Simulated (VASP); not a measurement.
# NaH (Fm-3m) in VASP: notebook, part 2 of 3

VASP 6.6.1.

## (3) Electric field gradients, PBEsol (volume scaled by 0.98)

Input file INCAR:

```
PREC = Accurate
ENCUT = 520
EDIFF = 1E-8
ISMEAR = -1
SIGMA = 0.02
LREAL = False
LASPH = True
NELM = 60
ALGO = Normal
ISIF = 2
LWAVE = False
LCHARG = False
GGA = PS
LEFG = True
NBANDS = 11
```

Input file KPOINTS:

```
regular mesh
0
Gamma
  11 11 11
```

Input file POSCAR:

```
NaH
1.0
    0.0000000000      2.3704049298      2.3704049298
    2.3704049298      0.0000000000      2.3704049298
    2.3704049298      2.3704049298      0.0000000000
Na H
1 1
Direct
    0.0000000000      0.0000000000      0.0000000000
    0.5000000000      0.5000000000      0.5000000000
```

Potentials or basis: VASP PAW PBE potentials, release 64 (Na_pv, H).

Launch:

```
$ cat potpaw_PBE.64/Na_pv/POTCAR potpaw_PBE.64/H/POTCAR > POTCAR
$ mpirun -np 1 vasp_std > vasp.out
```

OUTCAR:

```text
PREC = Accurate
   ENCUT = 520
   EDIFF = 1E-8
   ISMEAR = -1
   LREAL = False
   LASPH = True
   NELM = 60
   ISIF = 2
   GGA = PS

 ion  position               nearest neighbor table
   1  0.000  0.000  0.000-
   2  0.500  0.500  0.500-

  LATTYP: Found a face centered cubic cell.
 ALAT       =     4.7408098596

  Lattice vectors:

 A1 = (   0.0000000000,   2.3704049298,   2.3704049298)
 A2 = (   2.3704049298,   0.0000000000,   2.3704049298)
 A3 = (   2.3704049298,   2.3704049298,   0.0000000000)

Analysis of symmetry for initial positions (statically):
=====================================================================
 Subroutine PRICEL returns:
 Original cell was already a primitive cell.

 Routine SETGRP: Setting up the symmetry group for a
 face centered cubic supercell.

 Subroutine GETGRP returns: Found 48 space group operations
[... 9 lines left out ...]

 Routine SETGRP: Setting up the symmetry group for a
 face centered cubic supercell.

 Subroutine GETGRP returns: Found 48 space group operations
[... 11 lines left out ...]
                                     Primitive cell

  volume of cell :      26.6378

  direct lattice vectors                    reciprocal lattice vectors
     0.000000000  2.370404930  2.370404930    -0.210934425  0.210934425  0.210934425
     2.370404930  0.000000000  2.370404930     0.210934425 -0.210934425  0.210934425
     2.370404930  2.370404930  0.000000000     0.210934425  0.210934425 -0.210934425

  length of vectors
     3.352258800  3.352258800  3.352258800     0.365349141  0.365349141  0.365349141

  position of ions in fractional coordinates (direct lattice)
     0.000000000  0.000000000  0.000000000
     0.500000000  0.500000000  0.500000000

  ion indices of the primitive-cell ions
   primitive index   ion index
                 1           1
                 2           2

----------------------------------------------------------------------------------------

 KPOINTS: regular mesh

Automatic generation of k-mesh.
 Grid dimensions read from file:
 generate k-points for:   11   11   11

 Generating k-lattice:

  Cartesian coordinates                     Fractional coordinates (reciprocal lattice)
    -0.019175857  0.019175857  0.019175857     0.090909091  0.000000000  0.000000000
     0.019175857 -0.019175857  0.019175857     0.000000000  0.090909091  0.000000000
     0.019175857  0.019175857 -0.019175857     0.000000000  0.000000000  0.090909091

  Length of vectors
     0.033213558  0.033213558  0.033213558

  Shift w.r.t. Gamma in fractional coordinates (k-lattice)
     0.000000000  0.000000000  0.000000000

 Subroutine IBZKPT returns following result:
 ===========================================

 Found     56 irreducible k-points:

 Following reciprocal coordinates:
            Coordinates               Weight
  0.000000  0.000000  0.000000      1.000000
  0.090909  0.000000  0.000000      8.000000
  0.181818  0.000000  0.000000      8.000000
  0.272727  0.000000  0.000000      8.000000
[... 47 lines left out ...]
   POTIM  = 0.5000    time-step for ionic-motion
   TEBEG  =    0.0;   TEEND  =   0.0 temperature during run
   PSTRESS=    0.0 pullay stress
   NELECT =       8.0000    total number of electrons
   NUPDOWN=      -1.0000    fix difference up-down
   EMIN   =  10.00;   EMAX   =-10.00  energy-range for DOS
   EFERMI =   0.00;   METHOD = LEGACY
   ISMEAR =    -1;   SIGMA  =   0.02  broadening in eV -4-tet -1-fermi 0-gaus
   EFERMI_NEDOS =   21; number of points for ismear=-14 and -15
   IALGO  =     38    algorithm
   IMIX   =      4    mixing-type and parameters
     AMIX     =   0.40;   BMIX     =  1.00
     AMIX_MAG =   1.60;   BMIX_MAG =  1.00
  volume/ion in A,a.u.               =      13.32        89.88
  Fermi-wavevector in a.u.,A,eV,Ry     =   1.096324  2.071752 16.353203  1.201926
  Thomas-Fermi vector in A             =   2.232664
   LORBIT       =      0    0 simple, 1 ext, 2 COOP (PROOUT), +10 PAW based schemes
   GGA     = PS    functional components
   LHFCALC =     F    Hartree Fock is set to
   AEXX    =    0.0000 exact exchange contribution
   IVDW    =     0    specifies the selected vdW correction
   LEPSILON=     F    determine dielectric tensor
   LRPA    =     F    only Hartree local field effects (RPA)
 non-spin polarized calculation
  energy-cutoff  :      520.00
  volume of cell :       26.64
 maximum number of plane-waves:       730
 NGX is ok and might be reduce to    28
   NGX = 13   NGY = 13   NGZ = 13

 number of electron       7.9999996 magnetization

 Free energy of the ion-electron system (eV)
  ---------------------------------------------------
  ext. energy  EPLUGINS =         0.00000000
  ---------------------------------------------------
  free energy    TOTEN  =        -5.08342474 eV

  energy without entropy =       -5.08342474  energy(sigma->0) =       -5.08342474

 E-fermi :  -0.4931     XC(G=0):  -8.0885

 val. band max:       -0.9483206523   @ k =  -0.2727   0.4545   0.1818
 cond. band min:       2.9168386637   @ k =  -0.4545   0.0909   0.0000
 fundamental gap:      3.8651593159
 Fermi energy:        -0.4931103188

 k-point     1 :       0.0000    0.0000    0.0000
  band No.  band energies     occupation
      1     -22.8085      2.00000
      2     -22.8085      2.00000
      3     -22.8085      2.00000
      4      -4.7964      2.00000
      5      10.0244      0.00000
      6      14.9209      0.00000
      7      14.9209      0.00000
      8      14.9209      0.00000
      9      16.0136      0.00000
     10      16.0136      0.00000
     11      16.0136      0.00000
[... 309 lines left out ...]
 k-point    24 :      -0.1818    0.1818    0.0000
  band No.  band energies     occupation
      1     -22.8731      2.00000
      2     -22.8336      2.00000
      3     -22.8153      2.00000
      4      -3.2891      2.00000
      5       6.3757      0.00000
      6       8.3346      0.00000
      7      13.5133      0.00000
      8      13.7696      0.00000
      9      16.6708      0.00000
     10      17.8954      0.00000
     11      18.0903      0.00000

 [... further k-points ...]
[... 5 lines left out ...]
  --------------------------------------------------------------------------------------
  -------------------------------------------------------------------------------------
  Total        0.1354240      0.1354240      0.1354240      0.0000000     -0.0000000      0.0000000
  in kB        8.1453273      8.1453273      8.1453273      0.0000000     -0.0000000      0.0000000
  external PRESSURE =       8.1453273 kB  Pullay stress =       0.0000000 kB

 VOLUME and BASIS-vectors are now :
 -----------------------------------------------------------------------------
  energy-cutoff  :      520.00
  volume of cell :       26.64
      direct lattice vectors                 reciprocal lattice vectors
     0.000000000  2.370404930  2.370404930    -0.210934425  0.210934425  0.210934425
     2.370404930  0.000000000  2.370404930     0.210934425 -0.210934425  0.210934425
     2.370404930  2.370404930  0.000000000     0.210934425  0.210934425 -0.210934425

 POSITION                                       TOTAL-FORCE (eV/Angst)
 -----------------------------------------------------------------------------------
      0.00000      0.00000      0.00000         0.000000      0.000000      0.000000
      2.37040      2.37040      2.37040        -0.000000     -0.000000     -0.000000
 -----------------------------------------------------------------------------------
    total drift:                               -0.000000      0.000000      0.000000

  FREE ENERGIE OF THE ION-ELECTRON SYSTEM (eV)
  ---------------------------------------------------
  free  energy   TOTEN  =        -5.0834247400 eV

  energy  without entropy=       -5.0834247400  energy(sigma->0) =       -5.08342474

 Electric field gradients (V/A^2)
---------------------------------------------------------------------
 ion       V_xx      V_yy      V_zz      V_xy      V_xz      V_yz
---------------------------------------------------------------------
   1      -0.000     0.000     0.000    -0.002    -0.002    -0.002
   2      -0.000    -0.000    -0.000     0.001     0.001     0.001
---------------------------------------------------------------------

 Electric field gradients after diagonalization (V/A^2)
 (convention: |V_zz| > |V_xx| > |V_yy|)
----------------------------------------------------------------------
 ion       V_xx      V_yy      V_zz     asymmetry (V_yy - V_xx)/ V_zz
----------------------------------------------------------------------
   1       0.002     0.002    -0.004       0.000
   2      -0.001    -0.001     0.001       0.000
----------------------------------------------------------------------

           NMR quadrupolar parameters

 Cq : quadrupolar parameter    Cq=e*Q*V_zz/h
 eta: asymmetry parameters     (V_yy - V_xx)/ V_zz
 Q  : nuclear electric quadrupole moment in mb (millibarn)
----------------------------------------------------------------------
 ion       Cq(MHz)       eta       Q (mb)
----------------------------------------------------------------------
   1      -0.000       0.000       1.000
   2       0.000       0.000       1.000
----------------------------------------------------------------------
```

stdout:

```text
POSCAR found type information on POSCAR NaH
 POSCAR found :  2 types and       2 ions
 scaLAPACK will be used
 -----------------------------------------------------------------------------
|                                                                             |
|                                                                             |
|     You enforced a specific xc type in the INCAR file but a different       |
|     I HOPE YOU KNOW WHAT YOU ARE DOING!                                     |
|                                                                             |
 -----------------------------------------------------------------------------

 LDA part: xc-table for (Slater+PW92), standard interpolation
 POSCAR, INCAR and KPOINTS ok, starting setup
 FFT: planning ... GRIDC
 FFT: planning ... GRID_SOFT
 FFT: planning ... GRID
 WAVECAR not read
 entering main loop
ion   1

ion   2
```

Run time: 16 s. Hardware: 1 thread of AMD EPYC 7R13 (Zen 3), shared host; peak memory 0.12 GiB.

Results:

- Free energy: -5.0834 eV
- Pressure: 0.8 GPa
- Band gap on the k mesh: 3.87 eV, indirect (least direct gap 4.68 eV)

Levels at points of the mesh, in eV from the valence-band top:
| k point | band 1 | band 2 | band 3 | band 4 | band 5 | band 6 | band 7 | band 8 | band 9 |
| --- | --- | --- | --- | --- | --- | --- | --- | --- | --- |
| (0.00, 0.00, 0.00) | -21.86 | -21.86 | -21.86 | -3.85 | 10.97 | 15.87 | 15.87 | 15.87 | 16.96 |

Caveat: without QUAD_EFG the Cq values of the log hold for a quadrupole moment of 1 mb, not for the nuclei; the PAW data sets were made with another functional, which shifts forces and pressure a little. A k mesh can miss the band edges.

## (4) Electric field gradients, PBEsol (volume scaled by 1.02)

Input file INCAR:

```
  PREC = Accurate
  ENCUT = 520
  EDIFF = 1E-8
  ISMEAR = -1
  SIGMA = 0.02
  LREAL = False
  LASPH = True
  NELM = 100
  ALGO = Normal
  ISIF = 2
  LWAVE = False
  LCHARG = False
  GGA = PS
  LEFG = True
  NBANDS = 11
```

Input file KPOINTS:

```
Automatic mesh
0
Gamma
  11 11 11
```

Input file POSCAR:

```
NaH
1.0
    0.0000000000      2.4022262428      2.4022262428
    2.4022262428      0.0000000000      2.4022262428
    2.4022262428      2.4022262428      0.0000000000
Na H
1 1
Direct
    0.0000000000      0.0000000000      0.0000000000
    0.5000000000      0.5000000000      0.5000000000
```

Potentials or basis: VASP PAW PBE potentials, release 64 (Na_pv, H).

Launch:

```
$ cat potpaw_PBE.64/Na_pv/POTCAR potpaw_PBE.64/H/POTCAR > POTCAR
$ mpirun -np 1 vasp_std > vasp.out
```

OUTCAR:

```text
PREC = Accurate
   ENCUT = 520
   EDIFF = 1E-8
   ISMEAR = -1
   LREAL = False
   LASPH = True
   NELM = 100
   ISIF = 2
   GGA = PS

 ion  position               nearest neighbor table
   1  0.000  0.000  0.000-
   2  0.500  0.500  0.500-

  LATTYP: Found a face centered cubic cell.
 ALAT       =     4.8044524856

  Lattice vectors:

 A1 = (   0.0000000000,   2.4022262428,   2.4022262428)
 A2 = (   2.4022262428,   0.0000000000,   2.4022262428)
 A3 = (   2.4022262428,   2.4022262428,   0.0000000000)

Analysis of symmetry for initial positions (statically):
=====================================================================
 Subroutine PRICEL returns:
 Original cell was already a primitive cell.

 Routine SETGRP: Setting up the symmetry group for a
 face centered cubic supercell.

 Subroutine GETGRP returns: Found 48 space group operations
[... 9 lines left out ...]

 Routine SETGRP: Setting up the symmetry group for a
 face centered cubic supercell.

 Subroutine GETGRP returns: Found 48 space group operations
[... 11 lines left out ...]
                                     Primitive cell

  volume of cell :      27.7250

  direct lattice vectors                    reciprocal lattice vectors
     0.000000000  2.402226243  2.402226243    -0.208140262  0.208140262  0.208140262
     2.402226243  0.000000000  2.402226243     0.208140262 -0.208140262  0.208140262
     2.402226243  2.402226243  0.000000000     0.208140262  0.208140262 -0.208140262

  length of vectors
     3.397260932  3.397260932  3.397260932     0.360509509  0.360509509  0.360509509

  position of ions in fractional coordinates (direct lattice)
     0.000000000  0.000000000  0.000000000
     0.500000000  0.500000000  0.500000000
[... 138 lines left out ...]
      5       9.5309      0.00000
      6      14.4889      0.00000
      7      14.4889      0.00000
      8      14.4889      0.00000
      9      15.4802      0.00000
     10      15.4802      0.00000
     11      15.4802      0.00000
[... 309 lines left out ...]
 k-point    24 :      -0.1818    0.1818    0.0000
  band No.  band energies     occupation
      1     -23.0631      2.00000
      2     -23.0288      2.00000
      3     -23.0128      2.00000
      4      -3.3522      2.00000
      5       6.0501      0.00000
      6       8.0338      0.00000
      7      13.0110      0.00000
      8      13.3498      0.00000
      9      16.1928      0.00000
     10      17.3468      0.00000
     11      17.4871      0.00000

 [... further k-points ...]
[... 5 lines left out ...]
  --------------------------------------------------------------------------------------
  -------------------------------------------------------------------------------------
  Total       -0.0333993     -0.0333993     -0.0333993      0.0000000      0.0000000      0.0000000
  in kB       -1.9300827     -1.9300827     -1.9300827      0.0000000      0.0000000      0.0000000
  external PRESSURE =      -1.9300827 kB  Pullay stress =       0.0000000 kB

 VOLUME and BASIS-vectors are now :
 -----------------------------------------------------------------------------
  energy-cutoff  :      520.00
  volume of cell :       27.73
      direct lattice vectors                 reciprocal lattice vectors
     0.000000000  2.402226243  2.402226243    -0.208140262  0.208140262  0.208140262
     2.402226243  0.000000000  2.402226243     0.208140262 -0.208140262  0.208140262
     2.402226243  2.402226243  0.000000000     0.208140262  0.208140262 -0.208140262

 POSITION                                       TOTAL-FORCE (eV/Angst)
 -----------------------------------------------------------------------------------
      0.00000      0.00000      0.00000         0.000000     -0.000000      0.000000
      2.40223      2.40223      2.40223        -0.000000      0.000000      0.000000
 -----------------------------------------------------------------------------------
    total drift:                               -0.000000      0.000000      0.000000

  FREE ENERGIE OF THE ION-ELECTRON SYSTEM (eV)
  ---------------------------------------------------
  free  energy   TOTEN  =        -5.0858669882 eV

  energy  without entropy=       -5.0858669882  energy(sigma->0) =       -5.08586699

 Electric field gradients (V/A^2)
---------------------------------------------------------------------
 ion       V_xx      V_yy      V_zz      V_xy      V_xz      V_yz
---------------------------------------------------------------------
   1       0.000    -0.000    -0.000    -0.001    -0.001    -0.001
   2      -0.000     0.000     0.000     0.001     0.001     0.001
---------------------------------------------------------------------

 Electric field gradients after diagonalization (V/A^2)
 (convention: |V_zz| > |V_xx| > |V_yy|)
----------------------------------------------------------------------
 ion       V_xx      V_yy      V_zz     asymmetry (V_yy - V_xx)/ V_zz
----------------------------------------------------------------------
   1       0.001     0.001    -0.001       0.000
   2      -0.001    -0.001     0.002       0.000
----------------------------------------------------------------------

           NMR quadrupolar parameters

 Cq : quadrupolar parameter    Cq=e*Q*V_zz/h
 eta: asymmetry parameters     (V_yy - V_xx)/ V_zz
 Q  : nuclear electric quadrupole moment in mb (millibarn)
----------------------------------------------------------------------
 ion       Cq(MHz)       eta       Q (mb)
----------------------------------------------------------------------
   1      -0.000       0.000       1.000
   2       0.000       0.000       1.000
----------------------------------------------------------------------
```

OSZICAR:

```text
N       E                     dE             d eps       ncg     rms          rms(c)
DAV:   1     0.364019365792E+02    0.36402E+02   -0.45684E+03  1241   0.749E+02
DAV:   2    -0.416832804951E+01   -0.40570E+02   -0.39848E+02  1286   0.195E+02
DAV:   3    -0.545548789963E+01   -0.12872E+01   -0.12856E+01  1466   0.327E+01
DAV:   4    -0.546371672629E+01   -0.82288E-02   -0.82279E-02  1425   0.266E+00
DAV:   5    -0.546378889461E+01   -0.72168E-04   -0.72167E-04  1438   0.258E-01    0.292E+00
DAV:   6    -0.516555477633E+01    0.29823E+00   -0.29784E-01  1525   0.326E+00    0.135E+00
DAV:   7    -0.508347672694E+01    0.82078E-01   -0.27237E-01  1403   0.227E+00    0.325E-01
DAV:   8    -0.508588617377E+01   -0.24094E-02   -0.66211E-03  1391   0.974E-01    0.618E-02
DAV:   9    -0.508587764961E+01    0.85242E-05   -0.66206E-04  1493   0.315E-01    0.185E-02
DAV:  10    -0.508586658462E+01    0.11065E-04   -0.38254E-05  1398   0.416E-02    0.281E-03
DAV:  11    -0.508586717616E+01   -0.59154E-06   -0.11068E-06  1445   0.616E-03    0.208E-03
DAV:  12    -0.508586697977E+01    0.19639E-06   -0.10729E-07  1411   0.222E-03    0.197E-04
DAV:  13    -0.508586698821E+01   -0.84392E-08   -0.49555E-09  1097   0.452E-04
   1 F= -.50858670E+01 E0= -.50858670E+01  d E =-.179016E-12
```

Run time: 16 s. Hardware: 1 thread of AMD EPYC 7R13 (Zen 3), shared host; peak memory 0.13 GiB.

What came out:

- Free energy: -5.0859 eV
- Pressure: -0.2 GPa
- Band gap on the k mesh: 3.80 eV, indirect (least direct gap 4.60 eV)

Levels at points of the mesh, in eV from the valence-band top:
```
           k point  band 2  band 3  band 4  band 5  band 6  band 7
(0.00, 0.00, 0.00)  -21.93  -21.93   -3.73   10.61   15.57   15.57
```

Caveat: without QUAD_EFG the Cq values of the log hold for a quadrupole moment of 1 mb, not for the nuclei; the PAW data sets were made with another functional, which shifts forces and pressure a little. A k mesh can miss the band edges.

[end of part 2 of 3]
